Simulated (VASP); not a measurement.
Runs of VASP 6.6.1 on Cu2Os. The structure is that of space group Fm-3m (No. 225), or close to it. The cells are those of the table. 

```tsv
task	cell	k mesh	cutoff (eV)	gap on the mesh (eV)	pressure (GPa)	relaxed volume (Å³/atom)
single point	a = 4.059 Å, angles 60.0°, 3 atoms	6 × 6 × 6	600	none	(a)	-
single point	a = 4.059 Å, angles 60.0°, 3 atoms	14 × 14 × 14	520	none	0.2	-
relaxation of cell and atoms	relaxed from a = 4.059 Å, angles 60.0°, 3 atoms	14 × 14 × 14	600	none	0.0	15.80
single point	a = 3.810 Å, angles 60.0°, 3 atoms	6 × 6 × 6	600	none	(b)	-
relaxation of cell and atoms	relaxed from a = 3.810 Å, angles 60.0°, 3 atoms	6 × 6 × 6	600	none	0.1	15.79
```

Alike in all rows: level PBE; potentials or basis VASP PAW PBE potentials, release 64 (Cu, Os); no spin polarisation; smearing gaussian 0.1 eV.

**Question.** Estimate the missing entries.

**Answer.** (a) 0.3; (b) 45.5.

Caveats: spin-orbit coupling is left out, which moves the levels of the heavy elements; the volume moved by over 15 % at a fixed basis, so the end points are rough (some runs).

A k mesh can miss the band edges, and the runs leave out spin-orbit coupling on Os.

A gap of «none» marks levels without a gap at the run's occupations.
